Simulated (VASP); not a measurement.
Here is a VASP 6.6.1 calculation.

INCAR

```
PREC = Accurate ; ENCUT = 520
EDIFF = 1E-6 ; ISMEAR = 0
SIGMA = 0.01 ; LREAL = False
LASPH = True ; NELM = 60
ALGO = Normal ; ISIF = 2
LWAVE = False ; LCHARG = False
GGA = PE ; NBANDS = 24
```

File KPOINTS:

```
regular mesh
0
Gamma
  6 6 4
```

The input POSCAR:

```
BaS
1.0
    4.4014521420      0.0000000000      0.0000000000
   -2.2007260710      3.8117693685      0.0000000000
    0.0000000000      0.0000000000      7.7252818424
Ba S
2 2
Direct
    0.0000000000      0.0000000000      0.0000000000
    0.0000000000      0.0000000000      0.5000000000
    0.3333333333      0.6666666667      0.2500000000
    0.6666666667      0.3333333333      0.7500000000
```

Potentials or basis: VASP PAW PBE potentials, release 64 (Ba_sv, S).

Run with:

```bash
$ cat potpaw_PBE.64/Ba_sv/POTCAR potpaw_PBE.64/S/POTCAR > POTCAR
$ mpirun -np 1 vasp_std > vasp.out
```

(1) Estimate the band gap on the k mesh.

(2) Predict the pressure.

Results:

(1) 2.29 eV, indirect (the least direct gap lies 2.9 meV higher).

(2) 2.0 GPa.

Caveat: spin-orbit coupling is left out, which moves the levels of the heavy elements.
